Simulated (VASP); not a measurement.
# AlH7 (P4mm) in VASP: further runs

Runs on AlH7. Level: PBE. Tasks: single point, relaxation of cell and atoms.

Program: VASP 6.6.1. These are calculated values, not measurements. Logs are shortened: lines on timing, memory, paths and dates and some standing lists are left out, and cuts for length are marked.

### 1 The cell of the first run

It takes space group P4mm (No. 99, tetragonal). The conventional cell has a = 3.393 Å, b = 3.393 Å, c = 8.441 Å, α = 90.00°, β = 90.00°, γ = 90.00°. Within 2.1 Å of Al (site symmetry 4mm) lie 5 H at 1.58 to 1.78 Å. H (site symmetry m) has 1 H at 0.74 Å within 1.0 Å. Within 2.4 Å of H (site symmetry 2mm) lie 2 Al at 1.78 Å and 4 H at 2.40 Å. Within 2.1 Å of H (site symmetry 4mm) lie 1 Al at 1.58 Å.

The cell was generated, and may not be a known phase.

### 2 Single point, PBE

File INCAR:

```
SYSTEM = AlH7
ALGO = Normal
EDIFF = 1E-7
ENCUT = 520
GGA = PE
ISIF = 2
ISMEAR = 0
LASPH = .TRUE.
LCHARG = .FALSE.
LREAL = .FALSE.
LWAVE = .FALSE.
NBANDS = 15
NELM = 100
PREC = Accurate
SIGMA = 0.02
```

File KPOINTS:

```
k-points
0
G
  8 8 4
  0 0 0
```

File POSCAR:

```
AlH7
1.0
    3.3929812236      0.0000000000      0.0000000000
    0.0000000000      3.3929812236      0.0000000000
    0.0000000000      0.0000000000      8.4411168382
Al H
1 7
Direct
    0.5000000000      0.5000000000      0.2115403895
    0.1095088197      0.5000000000      0.7277474348
    0.8904911803      0.5000000000      0.7277474348
    0.5000000000      0.1095088197      0.7277474348
    0.5000000000      0.8904911803      0.7277474348
    0.5000000000      0.0000000000      0.1465030653
    0.0000000000      0.5000000000      0.1465030653
    0.5000000000      0.5000000000      0.3990073307
```

Potentials or basis: VASP PAW PBE potentials, release 64 (Al, H).

Command:

```console
$ cat potpaw_PBE.64/Al/POTCAR potpaw_PBE.64/H/POTCAR > POTCAR
$ mpirun -np 1 vasp_std > vasp.out
```

OUTCAR:

```text
SYSTEM = AlH7
   EDIFF = 1E-7
   ENCUT = 520
   GGA = PE
   ISIF = 2
   ISMEAR = 0
   LASPH = .TRUE.
   LREAL = .FALSE.
   NELM = 100
   PREC = Accurate

 ion  position               nearest neighbor table
   1  0.500  0.500  0.212-   8 1.58   7 1.78   6 1.78   6 1.78   7 1.78
   2  0.110  0.500  0.728-   3 0.74
   3  0.890  0.500  0.728-   2 0.74
   4  0.500  0.110  0.728-   5 0.74
   5  0.500  0.890  0.728-   4 0.74
   6  0.500  0.000  0.147-   1 1.78   1 1.78
   7  0.000  0.500  0.147-   1 1.78   1 1.78
   8  0.500  0.500  0.399-   1 1.58

  LATTYP: Found a simple tetragonal cell.
 ALAT       =     3.3929812236
 C/A-ratio  =     2.4878171384

  Lattice vectors:

 A1 = (   3.3929812236,   0.0000000000,   0.0000000000)
 A2 = (   0.0000000000,   3.3929812236,   0.0000000000)
 A3 = (   0.0000000000,   0.0000000000,   8.4411168382)

Analysis of symmetry for initial positions (statically):
=====================================================================
 Subroutine PRICEL returns:
 Original cell was already a primitive cell.

 Routine SETGRP: Setting up the symmetry group for a
 simple tetragonal supercell.

 Subroutine GETGRP returns: Found  8 space group operations
 (whereof  8 operations were pure point group operations)
 out of a pool of 16 trial point group operations.

The static configuration has the point symmetry C_4v.

Analysis of symmetry for dynamics (positions and initial velocities):
=====================================================================
 Subroutine PRICEL returns:
 Original cell was already a primitive cell.

 Routine SETGRP: Setting up the symmetry group for a
 simple tetragonal supercell.

 Subroutine GETGRP returns: Found  8 space group operations
 (whereof  8 operations were pure point group operations)
 out of a pool of 16 trial point group operations.

The dynamic configuration has the point symmetry C_4v.

 Subroutine INISYM returns: Found  8 space group operations
 (whereof  8 operations are pure point group operations),
 and found     1 'primitive' translations

----------------------------------------------------------------------------------------

                                     Primitive cell

  volume of cell :      97.1769

  direct lattice vectors                    reciprocal lattice vectors
     3.392981224  0.000000000  0.000000000     0.294726064  0.000000000  0.000000000
     0.000000000  3.392981224  0.000000000     0.000000000  0.294726064  0.000000000
     0.000000000  0.000000000  8.441116838     0.000000000  0.000000000  0.118467736

[... 118 lines left out ...]
  Thomas-Fermi vector in A             =   1.867659
   LORBIT       =      0    0 simple, 1 ext, 2 COOP (PROOUT), +10 PAW based schemes
   GGA     = PE    functional components
   LHFCALC =     F    Hartree Fock is set to
   AEXX    =    0.0000 exact exchange contribution
   IVDW    =     0    specifies the selected vdW correction
   LEPSILON=     F    determine dielectric tensor
   LRPA    =     F    only Hartree local field effects (RPA)
 non-spin polarized calculation
 Gauss-broadening in eV      SIGMA  =   0.02
  energy-cutoff  :      520.00
  volume of cell :       97.18
 maximum number of plane-waves:      2638
 NGX is ok and might be reduce to    28
   NGX = 13   NGY = 13   NGZ = 31

 number of electron      10.0000000 magnetization

 number of electron       9.9999997 magnetization

 Free energy of the ion-electron system (eV)
  ---------------------------------------------------
  ext. energy  EPLUGINS =         0.00000000
  ---------------------------------------------------
  free energy    TOTEN  =       -26.67365674 eV

  energy without entropy =      -26.67365674  energy(sigma->0) =      -26.67365674

 E-fermi :  -2.2724     XC(G=0):  -6.1663

 val. band max:       -2.4159915700   @ k =   0.0000   0.0000   0.0000
 cond. band min:      -0.8912265601   @ k =   0.5000   0.5000   0.5000
 fundamental gap:      1.5247650098
 Fermi energy:        -2.2724469977

 k-point     1 :       0.0000    0.0000    0.0000
  band No.  band energies     occupation
      1     -10.0695      2.00000
      2      -9.5444      2.00000
      3      -4.8659      2.00000
      4      -4.5625      2.00000
      5      -2.4160      2.00000
      6       1.9648      0.00000
      7       3.7618      0.00000
      8       3.7883      0.00000
      9       3.7883      0.00000
     10       6.6343      0.00000
     11       7.1775      0.00000
     12       7.1775      0.00000
     13       9.0108      0.00000
     14      10.3231      0.00000
[... 401 lines left out ...]
      2      -7.4537      2.00000
      3      -7.1541      2.00000
      4      -6.4257      2.00000
      5      -3.8732      2.00000
      6       2.2633      0.00000
      7       2.6363      0.00000
      8       4.2644      0.00000
      9       5.0885      0.00000
     10       5.6011      0.00000
     11       6.8146      0.00000
     12       7.1929      0.00000
     13       7.5981      0.00000
     14       7.8806      0.00000
     15       9.4981      0.00000

 [... further k-points ...]

------------------------ aborting loop because EDIFF is reached ----------------------------------------

  FORCE on cell =-STRESS in cart. coord.  units (eV):
  Direction    XX          YY          ZZ          XY          YZ          ZX
  --------------------------------------------------------------------------------------
  -------------------------------------------------------------------------------------
  Total       -0.1137043     -0.1137043     -0.0644427      0.0000000      0.0000000      0.0000000
  in kB       -1.8746685     -1.8746685     -1.0624810      0.0000000      0.0000000      0.0000000
  external PRESSURE =      -1.6039394 kB  Pullay stress =       0.0000000 kB

 VOLUME and BASIS-vectors are now :
 -----------------------------------------------------------------------------
  energy-cutoff  :      520.00
  volume of cell :       97.18
      direct lattice vectors                 reciprocal lattice vectors
     3.392981224  0.000000000  0.000000000     0.294726064  0.000000000  0.000000000
     0.000000000  3.392981224  0.000000000     0.000000000  0.294726064  0.000000000
     0.000000000  0.000000000  8.441116838     0.000000000  0.000000000  0.118467736

 POSITION                                       TOTAL-FORCE (eV/Angst)
 -----------------------------------------------------------------------------------
      1.69649      1.69649      1.78564         0.000000     -0.000000     -0.001921
      0.37156      1.69649      6.14300        -0.013799     -0.000000      0.000209
      3.02142      1.69649      6.14300         0.013799     -0.000000      0.000209
      1.69649      0.37156      6.14300         0.000000     -0.013799      0.000209
      1.69649      3.02142      6.14300         0.000000      0.013799      0.000209
      1.69649      0.00000      1.23665         0.000000     -0.000000     -0.000550
      0.00000      1.69649      1.23665         0.000000     -0.000000     -0.000550
      1.69649      1.69649      3.36807         0.000000     -0.000000      0.002184
 -----------------------------------------------------------------------------------
    total drift:                                0.000000     -0.000000     -0.000130

  FREE ENERGIE OF THE ION-ELECTRON SYSTEM (eV)
  ---------------------------------------------------
  free  energy   TOTEN  =       -26.6736567443 eV

  energy  without entropy=      -26.6736567443  energy(sigma->0) =      -26.67365674
```

OSZICAR:

```text
N       E                     dE             d eps       ncg     rms          rms(c)
DAV:   1     0.223598021280E+00    0.22360E+00   -0.34898E+03  1350   0.496E+02
DAV:   2    -0.270044810581E+02   -0.27228E+02   -0.25885E+02  1735   0.867E+01
DAV:   3    -0.286454893708E+02   -0.16410E+01   -0.16384E+01  1735   0.211E+01
DAV:   4    -0.286613461267E+02   -0.15857E-01   -0.15856E-01  1810   0.230E+00
DAV:   5    -0.286616664558E+02   -0.32033E-03   -0.32033E-03  1822   0.283E-01    0.852E+00
DAV:   6    -0.272573275263E+02    0.14043E+01   -0.65259E-01  1679   0.334E+00    0.459E+00
DAV:   7    -0.266534295911E+02    0.60390E+00   -0.12239E+00  1686   0.487E+00    0.650E-01
DAV:   8    -0.266700261794E+02   -0.16597E-01   -0.50749E-02  1469   0.104E+00    0.272E-01
DAV:   9    -0.266727430081E+02   -0.27168E-02   -0.55873E-03  1686   0.373E-01    0.157E-01
DAV:  10    -0.266736306202E+02   -0.88761E-03   -0.87970E-04  1434   0.174E-01    0.302E-02
DAV:  11    -0.266736511544E+02   -0.20534E-04   -0.90210E-05  1819   0.548E-02    0.174E-02
DAV:  12    -0.266736573878E+02   -0.62333E-05   -0.33417E-05  1511   0.301E-02    0.744E-03
DAV:  13    -0.266736568413E+02    0.54649E-06   -0.60866E-06  1763   0.140E-02    0.340E-03
DAV:  14    -0.266736568076E+02    0.33639E-07   -0.10479E-06  1609   0.509E-03    0.149E-03
DAV:  15    -0.266736567443E+02    0.63361E-07   -0.34866E-07  1749   0.268E-03
   1 F= -.26673657E+02 E0= -.26673657E+02  d E =-.616471E-26
```

stdout:

```text
POSCAR found type information on POSCAR AlH
 POSCAR found :  2 types and       8 ions
 scaLAPACK will be used
 LDA part: xc-table for (Slater+PW92), standard interpolation
 POSCAR, INCAR and KPOINTS ok, starting setup
 FFT: planning ... GRIDC
 FFT: planning ... GRID_SOFT
 FFT: planning ... GRID
 WAVECAR not read
 entering main loop
```

Wall time 35 s (1 thread of Intel Xeon 6975P-C (Granite Rapids), shared host); peak memory 0.23 GiB.

What came out:

```
Free energy            : -26.6737 eV
Pressure               : -0.2 GPa
Largest force          : 0.014 eV/Å
Band gap on the k mesh : 1.52 eV (least direct gap 3.67 eV)
```

Forces in eV/Å, atoms in the order of the input:
```
Al   0.000  0.000 -0.002
H   -0.014  0.000  0.000
H    0.014  0.000  0.000
H    0.000 -0.014  0.000
H    0.000  0.014  0.000
H    0.000  0.000 -0.001
H    0.000  0.000 -0.001
H    0.000  0.000  0.002
```

A k mesh can miss the band edges.

### 3 Relaxation of cell and atoms, PBE

This run uses another cell than the first one, of 10.71 Å³/atom.

File INCAR:

```
  PREC = Accurate
  ENCUT = 600
  EDIFF = 1E-7
  ISMEAR = 0
  SIGMA = 0.2
  LREAL = F
  LASPH = T
  NELM = 80
  ALGO = Normal
  ISIF = 3
  LWAVE = F
  LCHARG = F
  GGA = PE
  IBRION = 2
  NSW = 36
  EDIFFG = -0.08
```

File KPOINTS:

```
Automatic mesh
0
Gamma
  4 4 4
```

File POSCAR:

```
AlH7
1.0
    4.4395795600      0.0000000000      0.0000000000
    0.0000000000      4.4395795600      0.0000000000
    0.0000000000      0.0000000000      4.3462154800
Al H
1 7
Direct
    0.5000000000      0.5000000000      0.3919763800
    0.2683416600      0.5000000000      0.6889350500
    0.7316583400      0.5000000000      0.6889350500
    0.5000000000      0.2683416600      0.6889350500
    0.5000000000      0.7316583400      0.6889350500
    0.5000000000      0.0000000000      0.9773708100
    0.0000000000      0.5000000000      0.9773708100
    0.5000000000      0.5000000000      0.7120853900
```

Potentials or basis: VASP PAW PBE potentials, release 64 (Al, H).

Command:

```console
$ cat potpaw_PBE.64/Al/POTCAR potpaw_PBE.64/H/POTCAR > POTCAR
$ mpirun -np 1 vasp_std > vasp.out
```

OUTCAR:

```text
PREC = Accurate
   ENCUT = 600
   EDIFF = 1E-7
   ISMEAR = 0
   LREAL = F
   LASPH = T
   NELM = 80
   ISIF = 3
   GGA = PE
   IBRION = 2
   NSW = 36
   EDIFFG = -0.08

 ion  position               nearest neighbor table
   1  0.500  0.500  0.392-   8 1.39   3 1.65   4 1.65   5 1.65   2 1.65
   2  0.268  0.500  0.689-   1 1.65
   3  0.732  0.500  0.689-   1 1.65
   4  0.500  0.268  0.689-   1 1.65
   5  0.500  0.732  0.689-   1 1.65
   6  0.500  0.000  0.977-
   7  0.000  0.500  0.977-
   8  0.500  0.500  0.712-   1 1.39

  LATTYP: Found a simple tetragonal cell.
 ALAT       =     4.4395795600
 C/A-ratio  =     0.9789700627

  Lattice vectors:

 A1 = (   4.4395795600,   0.0000000000,   0.0000000000)
 A2 = (   0.0000000000,   4.4395795600,   0.0000000000)
 A3 = (   0.0000000000,   0.0000000000,   4.3462154800)

Analysis of symmetry for initial positions (statically):
=====================================================================
 Subroutine PRICEL returns:
 Original cell was already a primitive cell.

 Routine SETGRP: Setting up the symmetry group for a
 simple tetragonal supercell.

 Subroutine GETGRP returns: Found  8 space group operations
 (whereof  8 operations were pure point group operations)
 out of a pool of 16 trial point group operations.

The static configuration has the point symmetry C_4v.

Analysis of symmetry for dynamics (positions and initial velocities):
=====================================================================
[... 298 lines left out ...]
      1     -12.0135      2.00000
      2      -3.6161      2.00000
      3      -3.2372      2.00000
      4      -2.8349      2.00000
      5      -2.8349      2.00000
      6      -0.6584      0.73976
      7       1.0982      0.00000
      8       4.0151      0.00000
      9       5.0667      0.00000
     10       5.0667      0.00000
[... 209 lines left out ...]
 k-point    18 :       0.5000    0.5000    0.5000
  band No.  band energies     occupation
      1     -11.0922      2.00000
      2      -5.3572      2.00000
      3      -5.3572      2.00000
      4      -3.4592      2.00000
      5      -1.8615      2.00000
      6      -1.8615      2.00000
      7       4.0761      0.00000
      8       4.6293      0.00000
      9       4.6530      0.00000
     10       6.6004      0.00000

[... ionic steps 4 to 17 ...]

--------------------------------------- Ionic step       18  -------------------------------------------

 number of electron      10.0000001 magnetization

------------------------ aborting loop because EDIFF is reached ----------------------------------------
[... 79 lines left out ...]
--------------------------------------- Ionic step       20  -------------------------------------------

 number of electron      10.0000002 magnetization

 Free energy of the ion-electron system (eV)
  ---------------------------------------------------
  ext. energy  EPLUGINS =         0.00000000
  ---------------------------------------------------
  free energy    TOTEN  =       -20.68555427 eV

  energy without entropy =      -20.65057098  energy(sigma->0) =      -20.66806263

 E-fermi :   1.6737     XC(G=0):  -8.0715

 val. band max:        1.6620458024   @ k =   0.5000   0.2500   0.5000
 cond. band min:       1.6780960984   @ k =   0.2500   0.2500   0.0000
 fundamental gap:      0.0160502960
 Fermi energy:         1.6737446420

 k-point     1 :       0.0000    0.0000    0.0000
  band No.  band energies     occupation
      1     -11.2929      2.00000
      2      -5.9180      2.00000
      3      -1.3015      2.00000
      4      -0.6392      2.00000
      5      -0.6392      2.00000
      6       0.9975      2.00000
      7       1.8939      0.11955
      8       7.3979      0.00000
      9       8.6001      0.00000
     10       8.6001      0.00000
[... 254 lines left out ...]
  FREE ENERGIE OF THE ION-ELECTRON SYSTEM (eV)
  ---------------------------------------------------
  free  energy   TOTEN  =       -20.6855542720 eV

  energy  without entropy=      -20.6505709818  energy(sigma->0) =      -20.66806263

 reached required accuracy - stopping structural energy minimisation
```

Run time: 2 min. Hardware: 1 thread of Intel Xeon 6975P-C (Granite Rapids), shared host; peak memory 0.21 GiB.

What came out:

| Item | Value |
| --- | --- |
| Free energy | -20.6856 eV |
| Relaxed volume | 7.84 Å³/atom |
| Relaxed cell | a = 4.081 Å, b = 4.081 Å, c = 3.765 Å, α = 90.00°, β = 90.00°, γ = 90.00° |
| Space group after relaxing (to 0.1 Å) | P4mm (No. 99) |
| Energy gained by relaxing | 429.8 meV/atom |
| Ionic steps | 20 |
| Pressure after relaxing | -0.4 GPa |
| Largest force after relaxing | 0.078 eV/Å |
| Band gap on the k mesh | zero (bands 5 and 6 overlap by 3.55 eV) |

Forces in eV/Å, atoms in the order of the input:
```
Al   0.000  0.000 -0.078
H    0.008  0.000  0.048
H   -0.008  0.000  0.048
H    0.000  0.008  0.048
H    0.000 -0.008  0.048
H    0.000  0.000 -0.044
H    0.000  0.000 -0.044
H    0.000  0.000 -0.026
```

Stress tensor (GPa, compression positive):
```
-0.71  0.00  0.00
 0.00 -0.71  0.00
 0.00  0.00  0.36
```

The path:
```csv
step,energy change (eV),largest force (eV/Å),pressure (GPa),volume (Å³)
1,0.0000,8.1228,4.65,85.66
2,-1.5016,0.7286,-7.34,89.56
3,-1.5264,0.7853,-5.82,88.44
4,-1.5345,0.6666,-6.49,88.87
5,-1.9116,0.6687,-6.71,83.68
6,-2.9299,0.6458,-4.84,69.21
7,-1.2368,2.1068,36.21,44.80
8,-3.0966,0.6761,-1.97,64.09
9,-3.1787,0.6480,6.00,56.10
10,-3.2098,0.6529,2.95,58.49
11,-3.2814,1.2224,3.49,57.79
12,-3.3073,0.6185,2.91,58.03
13,-3.3769,0.1834,1.30,59.97
14,-3.3840,0.3346,0.83,60.89
15,-3.4008,0.2678,-0.25,61.92
16,-3.4041,0.4144,-0.98,62.67
17,-3.4151,0.3228,-1.08,62.87
18,-3.4298,0.1189,-1.22,63.32
19,-3.4308,0.1246,-1.23,63.48
20,-3.4383,0.0777,-0.36,62.71
```

Final structure:
```cif
data_structure
_symmetry_space_group_name_H-M 'P 1'
_symmetry_Int_Tables_number 1
_cell_length_a 4.0810
_cell_length_b 4.0810
_cell_length_c 3.7650
_cell_angle_alpha 90.000
_cell_angle_beta 90.000
_cell_angle_gamma 90.000
_cell_volume 62.71
loop_
_atom_site_label
_atom_site_type_symbol
_atom_site_fract_x
_atom_site_fract_y
_atom_site_fract_z
_atom_site_occupancy
Al1 Al 0.50000 0.50000 0.31258 1
H1 H 0.16996 0.50000 0.71215 1
H2 H 0.83004 0.50000 0.71215 1
H3 H 0.50000 0.16996 0.71215 1
H4 H 0.50000 0.83004 0.71215 1
H5 H 0.50000 0.00000 0.93101 1
H6 H 0.00000 0.50000 0.93101 1
H7 H 0.50000 0.50000 0.79137 1
```

Levels at points of the mesh, in eV from the Fermi level:
```
           k point  band 1  band 2  band 3  band 4  band 5  band 6  band 7  band 8  band 9  band 10
(0.00, 0.00, 0.00)  -12.97   -7.59   -2.98   -2.31   -2.31   -0.68    0.22    5.72    6.93     6.93
(0.50, 0.00, 0.00)  -11.96   -9.59   -4.96   -2.02    0.27    1.26    2.09    2.70    5.50     5.77
(0.50, 0.50, 0.00)  -10.23   -9.45   -9.45    1.34    1.59    2.54    2.84    2.84    3.47     4.06
(0.00, 0.00, 0.50)  -12.30   -7.25   -5.86   -2.16   -1.50   -1.50    2.12    3.25    3.25     5.94
(0.50, 0.00, 0.50)  -11.31   -9.06   -5.17   -3.90   -2.12   -1.28    3.87    4.10    6.49     6.73
(0.50, 0.50, 0.50)   -9.52   -8.95   -8.95   -3.17   -1.62   -1.62    3.71    4.27    4.41     7.74
```

Caveat: the k points lie up to 0.42 Å⁻¹ apart in the final cell, too coarse for converged energies and pressures of a metal; the volume moved by over 15 % at a fixed basis, so the end points are rough; the relaxation stopped at a loose force limit of 0.08 eV/Å, so its end isn't a converged minimum.
